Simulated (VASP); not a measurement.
A run of VASP 6.6.1 is set up as follows.

File INCAR:

```
  PREC = Accurate
  ENCUT = 500
  EDIFF = 1E-6
  ISMEAR = 0
  SIGMA = 0.1
  LREAL = False
  LASPH = True
  NELM = 120
  ALGO = Normal
  ISIF = 2
  LWAVE = False
  LCHARG = True
  LELF = True
  LVHAR = True
  NBANDS = 16
  GGA_COMPAT = False
```

KPOINTS

```
regular mesh
0
Gamma
  3 3 3
```

File POSCAR:

```
AgCl
1.0
    0.0000000000      2.7726629968      2.7726629968
    2.7726629968      0.0000000000      2.7726629968
    2.7726629968      2.7726629968      0.0000000000
Ag Cl
1 1
Direct
    0.9300000000      0.6660000000      0.6280000000
    1.4300000000      1.1660000000      1.1280000000
```

Potentials or basis: VASP PAW LDA potentials, release 64 (Ag, Cl).

Command:

```bash
$ cat potpaw_LDA.64/Ag/POTCAR potpaw_LDA.64/Cl/POTCAR > POTCAR
$ mpirun -np 1 vasp_std > vasp.out
```

Task: What does it give for the pressure?

Result: -5.0 GPa.

Task: Predict the band gap on the k mesh.

Result: 1.02 eV, indirect (least direct gap 2.90 eV).

Caveat: the k points lie up to 0.65 Å⁻¹ apart. A k mesh can miss the band edges.
